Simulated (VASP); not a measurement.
# Mo in VASP: single point with PBE

Aim: the single point of Mo with PBE.

Everything below comes from runs of VASP 6.6.1. Logs are shortened: lines on timing, memory, paths and dates and some standing lists are left out, and cuts for length are marked.

## 1. The cell of the first run

The cell holds a sheet with vacuum, 2 atoms: a = 5.104 Å, b = 5.184 Å, c = 14.000 Å, α = 90.00°, β = 90.00°, γ = 90.00°.

## 2. Single point, PBE

INCAR

```
PREC = Accurate
ENCUT = 520
EDIFF = 1E-7
ISMEAR = 0
SIGMA = 0.1
LREAL = False
LASPH = True
NELM = 100
ALGO = Normal
ISIF = 2
LWAVE = False
LCHARG = True
LDIPOL = True
IDIPOL = 3
DIPOL = 0.5 0.5 0.500
GGA = PE
LELF = True
LVHAR = True
LVACPOTAV = True
NBANDS = 21
```

KPOINTS

```
Automatic mesh
0
Gamma
  4 4 1
```

POSCAR

```
Mo
1.0
    5.1043960000      0.0000000000      0.0000000000
    0.0000000000      5.1841600000      0.0000000000
    0.0000000000      0.0000000000     14.0000000000
Mo
2
Direct
    0.0403396300      0.2500000000      0.5000000000
    0.9596603700      0.7500000000      0.5000000000
```

Potentials or basis: VASP PAW PBE potentials, release 64 (Mo_sv).

Run with:

```bash
cat potpaw_PBE.64/Mo_sv/POTCAR > POTCAR
mpirun -np 1 vasp_std > vasp.out
```

OUTCAR:

```text
PREC = Accurate
   ENCUT = 520
   EDIFF = 1E-7
   ISMEAR = 0
   LREAL = False
   LASPH = True
   NELM = 100
   ISIF = 2
   GGA = PE

 ion  position               nearest neighbor table
   1  0.040  0.250  0.500-   2 2.62   2 2.62
   2  0.960  0.750  0.500-   1 2.62   1 2.62

  LATTYP: Found a simple orthorhombic cell.
 ALAT       =     5.1043960000
 B/A-ratio  =     1.0156265305
 C/A-ratio  =     2.7427339101

  Lattice vectors:

 A1 = (   5.1043960000,   0.0000000000,   0.0000000000)
 A2 = (   0.0000000000,   5.1841600000,   0.0000000000)
 A3 = (   0.0000000000,   0.0000000000,  14.0000000000)

Analysis of symmetry for initial positions (statically):
=====================================================================
 Subroutine PRICEL returns:
 Original cell was already a primitive cell.

 Routine SETGRP: Setting up the symmetry group for a
 simple orthorhombic supercell.

 Subroutine GETGRP returns: Found  8 space group operations
 (whereof  4 operations were pure point group operations)
 out of a pool of  8 trial point group operations.

The static configuration has the point symmetry C_2h.
 The point group associated with its full space group is D_2h.

Analysis of symmetry for dynamics (positions and initial velocities):
=====================================================================
 Subroutine PRICEL returns:
 Original cell was already a primitive cell.

 Routine SETGRP: Setting up the symmetry group for a
 simple orthorhombic supercell.

 Subroutine GETGRP returns: Found  8 space group operations
 (whereof  4 operations were pure point group operations)
 out of a pool of  8 trial point group operations.

The dynamic configuration has the point symmetry C_2h.
 The point group associated with its full space group is D_2h.

 Subroutine INISYM returns: Found  8 space group operations
 (whereof  4 operations are pure point group operations),
 and found     1 'primitive' translations

----------------------------------------------------------------------------------------

                                     Primitive cell

  volume of cell :     370.4681

  direct lattice vectors                    reciprocal lattice vectors
     5.104396000  0.000000000  0.000000000     0.195909565  0.000000000  0.000000000
     0.000000000  5.184160000  0.000000000     0.000000000  0.192895281  0.000000000
     0.000000000  0.000000000 14.000000000     0.000000000  0.000000000  0.071428571

  length of vectors
     5.104396000  5.184160000 14.000000000     0.195909565  0.192895281  0.071428571

  position of ions in fractional coordinates (direct lattice)
     0.040339630  0.250000000  0.500000000
     0.959660370  0.750000000  0.500000000

  ion indices of the primitive-cell ions
   primitive index   ion index
                 1           1
                 2           2

----------------------------------------------------------------------------------------

 KPOINTS: Automatic mesh

Automatic generation of k-mesh.
 Grid dimensions read from file:
 generate k-points for:    4    4    1

 Generating k-lattice:

  Cartesian coordinates                     Fractional coordinates (reciprocal lattice)
     0.048977391  0.000000000  0.000000000     0.250000000  0.000000000  0.000000000
     0.000000000  0.048223820  0.000000000     0.000000000  0.250000000  0.000000000
     0.000000000  0.000000000  0.071428571     0.000000000  0.000000000  1.000000000

  Length of vectors
     0.048977391  0.048223820  0.071428571

  Shift w.r.t. Gamma in fractional coordinates (k-lattice)
     0.000000000  0.000000000  0.000000000

 Subroutine IBZKPT returns following result:
 ===========================================

 Found      9 irreducible k-points:

 Following reciprocal coordinates:
            Coordinates               Weight
  0.000000  0.000000  0.000000      1.000000
  0.250000  0.000000  0.000000      2.000000
  0.500000  0.000000  0.000000      1.000000
  0.000000  0.250000  0.000000      2.000000
  0.250000  0.250000  0.000000      4.000000
  0.500000  0.250000  0.000000      2.000000
  0.000000  0.500000  0.000000      1.000000
  0.250000  0.500000  0.000000      2.000000
  0.500000  0.500000  0.000000      1.000000
   k-points           NKPTS =      9   k-points in BZ     NKDIM =      9   number of bands    NBANDS=     21
   number of dos      NEDOS =    301   number of ions     NIONS =      2
   total plane-waves  NPLWV = 172800
   dimension x,y,z NGX =    40 NGY =   40 NGZ =  108
   dimension x,y,z NGXF=    80 NGYF=   80 NGZF=  216
   ions per type =               2
   NGX,Y,Z   is equivalent  to a cutoff of  13.03, 12.83, 12.82 a.u.
   NGXF,Y,Z  is equivalent  to a cutoff of  26.06, 25.65, 25.65 a.u.
 SYSTEM =  unknown system
   PREC   = accura    normal or accurate (medium, high low for compatibility)
   ISTART =      0    job   : 0-new  1-cont  2-samecut
   ICHARG =      2    charge: 1-file 2-atom 10-const
   ISPIN  =      1    spin polarized calculation?
   LNONCOLLINEAR =      F non collinear calculations
   LSORBIT =      F    spin-orbit coupling
   LASPH  =      T    aspherical Exc in radial PAW
   ENCUT  =  520.0 eV  38.22 Ry    6.18 a.u.   9.49  9.64 26.03*2*pi/ulx,y,z
   NELM   =    100;   NELMIN=  2; NELMDL= -5     # of ELM steps
   EDIFF  = 0.1E-06   stopping-criterion for ELM
   LREAL  =      F    real-space projection
   EDIFFG = 0.1E-05   stopping-criterion for IOM
   NSW    =      0    number of steps for IOM
   IBRION =     -1    ionic relax: 0-MD 1-quasi-New 2-CG
   NFREE  =      0    steps in history (QN), initial steepest desc. (CG)
   ISIF   =      2    stress and relaxation
   ISYM   =      2    0-nonsym 1-usesym 2-fastsym
   POTIM  = 0.5000    time-step for ionic-motion
   TEBEG  =    0.0;   TEEND  =   0.0 temperature during run
   PSTRESS=    0.0 pullay stress
   NELECT =      28.0000    total number of electrons
   NUPDOWN=      -1.0000    fix difference up-down
   EMIN   =  10.00;   EMAX   =-10.00  energy-range for DOS
   EFERMI =   0.00;   METHOD = LEGACY
   ISMEAR =     0;   SIGMA  =   0.10  broadening in eV -4-tet -1-fermi 0-gaus
   EFERMI_NEDOS =   21; number of points for ismear=-14 and -15
   IALGO  =     38    algorithm
   IMIX   =      4    mixing-type and parameters
     AMIX     =   0.40;   BMIX     =  1.00
     AMIX_MAG =   1.60;   BMIX_MAG =  1.00
  volume/ion in A,a.u.               =     185.23      1250.02
  Fermi-wavevector in a.u.,A,eV,Ry     =   0.692167  1.308005  6.518476  0.479094
  Thomas-Fermi vector in A             =   1.774023
   LORBIT       =      0    0 simple, 1 ext, 2 COOP (PROOUT), +10 PAW based schemes
   GGA     = PE    functional components
   LHFCALC =     F    Hartree Fock is set to
   AEXX    =    0.0000 exact exchange contribution
   IVDW    =     0    specifies the selected vdW correction
   LEPSILON=     F    determine dielectric tensor
   LRPA    =     F    only Hartree local field effects (RPA)
 non-spin polarized calculation
 Gauss-broadening in eV      SIGMA  =   0.10
  energy-cutoff  :      520.00
  volume of cell :      370.47
 maximum number of plane-waves:     10021
 NGX is ok and might be reduce to    40
   NGX = 19   NGY = 19   NGZ = 53

 dipolmoment           0.000000      0.000000     -0.000000 electrons x Angstroem

 number of electron      27.9999994 magnetization

 dipolmoment           0.000000      0.000000      0.000000 electrons x Angstroem

 Free energy of the ion-electron system (eV)
  ---------------------------------------------------
  ext. energy  EPLUGINS =         0.00000000
  ---------------------------------------------------
  free energy    TOTEN  =       -10.82412386 eV

  energy without entropy =      -10.77021155  energy(sigma->0) =      -10.79716771

 E-fermi :  -3.0089     XC(G=0):  -2.7229

 val. band max:       -3.0412359839   @ k =   0.5000   0.2500   0.0000
 cond. band min:      -2.9797670098   @ k =   0.5000   0.0000   0.0000
 fundamental gap:      0.0614689741
 Fermi energy:        -3.0088761830

 k-point     1 :       0.0000    0.0000    0.0000
  band No.  band energies     occupation
      1     -63.9117      2.00000
      2     -63.7437      2.00000
      3     -38.4088      2.00000
      4     -38.0625      2.00000
      5     -38.0110      2.00000
      6     -37.9144      2.00000
[... 13 lines left out ...]
     20      -0.5941      0.00000
     21       1.0058      0.00000

 k-point     2 :       0.2500    0.0000    0.0000
  band No.  band energies     occupation
      1     -63.9117      2.00000
      2     -63.7437      2.00000
      3     -38.4088      2.00000
      4     -38.0625      2.00000
      5     -38.0113      2.00000
      6     -37.9144      2.00000
[... 13 lines left out ...]
     20      -0.5975      0.00000
     21      -0.4065      0.00000

 k-point     3 :       0.5000    0.0000    0.0000
  band No.  band energies     occupation
      1     -63.9117      2.00000
      2     -63.7437      2.00000
      3     -38.4087      2.00000
      4     -38.0624      2.00000
      5     -38.0115      2.00000
      6     -37.9144      2.00000
[... 13 lines left out ...]
     20      -0.6010      0.00000
     21      -0.4434      0.00000

 k-point     4 :       0.0000    0.2500    0.0000
  band No.  band energies     occupation
      1     -63.8875      2.00000
      2     -63.7687      2.00000
      3     -38.2577      2.00000
      4     -38.0411      2.00000
      5     -37.9724      2.00000
      6     -37.9363      2.00000
[... 13 lines left out ...]
     20      -0.0858      0.00000
     21      -0.0296      0.00000

 k-point     5 :       0.2500    0.2500    0.0000
  band No.  band energies     occupation
      1     -63.8875      2.00000
      2     -63.7687      2.00000
      3     -38.2577      2.00000
      4     -38.0410      2.00000
      5     -37.9726      2.00000
      6     -37.9363      2.00000
[... 13 lines left out ...]
     20      -0.1082      0.00000
     21       0.2257      0.00000

 k-point     6 :       0.5000    0.2500    0.0000
  band No.  band energies     occupation
      1     -63.8875      2.00000
      2     -63.7687      2.00000
      3     -38.2577      2.00000
      4     -38.0410      2.00000
      5     -37.9728      2.00000
      6     -37.9363      2.00000
[... 13 lines left out ...]
     20      -0.6629      0.00000
     21       0.4371      0.00000

 k-point     7 :       0.0000    0.5000    0.0000
  band No.  band energies     occupation
      1     -63.8285      2.00000
      2     -63.8285      2.00000
      3     -38.0135      2.00000
      4     -38.0135      2.00000
      5     -37.9890      2.00000
      6     -37.9890      2.00000
[... 13 lines left out ...]
     20      -1.8530      0.00000
     21       1.0580      0.00000

 k-point     8 :       0.2500    0.5000    0.0000
  band No.  band energies     occupation
      1     -63.8285      2.00000
      2     -63.8285      2.00000
      3     -38.0137      2.00000
      4     -38.0137      2.00000
      5     -37.9889      2.00000
      6     -37.9889      2.00000
[... 13 lines left out ...]
     20      -1.9045      0.00000
     21       1.3821      0.00000

 k-point     9 :       0.5000    0.5000    0.0000
  band No.  band energies     occupation
      1     -63.8285      2.00000
      2     -63.8285      2.00000
      3     -38.0138      2.00000
      4     -38.0138      2.00000
      5     -37.9889      2.00000
      6     -37.9889      2.00000
[... 13 lines left out ...]
     20      -2.1038      0.00000
     21       0.7737      0.00000

------------------------ aborting loop because EDIFF is reached ----------------------------------------

  FORCE on cell =-STRESS in cart. coord.  units (eV):
  Direction    XX          YY          ZZ          XY          YZ          ZX
  --------------------------------------------------------------------------------------
  -------------------------------------------------------------------------------------
  Total       -3.0645577    -16.9076339     -0.0128163      0.0000000      0.0000000      0.0000000
  in kB      -13.2534087    -73.1210847     -0.0554270      0.0000000      0.0000000      0.0000000
  external PRESSURE =     -28.8099735 kB  Pullay stress =       0.0000000 kB

 VOLUME and BASIS-vectors are now :
 -----------------------------------------------------------------------------
  energy-cutoff  :      520.00
  volume of cell :      370.47
      direct lattice vectors                 reciprocal lattice vectors
     5.104396000  0.000000000  0.000000000     0.195909565  0.000000000  0.000000000
     0.000000000  5.184160000  0.000000000     0.000000000  0.192895281  0.000000000
     0.000000000  0.000000000 14.000000000     0.000000000  0.000000000  0.071428571

 POSITION                                       TOTAL-FORCE (eV/Angst)
 -----------------------------------------------------------------------------------
      0.20591      1.29604      7.00000        -0.822616      0.000000      0.000000
      4.89849      3.88812      7.00000         0.822616     -0.000000      0.000000
 -----------------------------------------------------------------------------------
    total drift:                                0.000000      0.000000      0.000000

  FREE ENERGIE OF THE ION-ELECTRON SYSTEM (eV)
  ---------------------------------------------------
  free  energy   TOTEN  =       -10.8241238587 eV

  energy  without entropy=      -10.7702115540  energy(sigma->0) =      -10.79716771

 vacuum level on the upper side and lower side of the slab         1.603         1.603
```

Wall time 60 s (1 thread of Intel Xeon 6975P-C (Granite Rapids), shared host); peak memory 0.38 GiB.

What came out:

- Free energy: -10.8241 eV
- Largest force: 0.823 eV/Å
- Band gap on the k mesh: zero (band 14 reaches -2.95 eV, above the bottom of band 15 at -3.09 eV)

Forces on the atoms (eV/Å):
```
Mo  -0.823  0.000  0.000
Mo   0.823  0.000  0.000
```
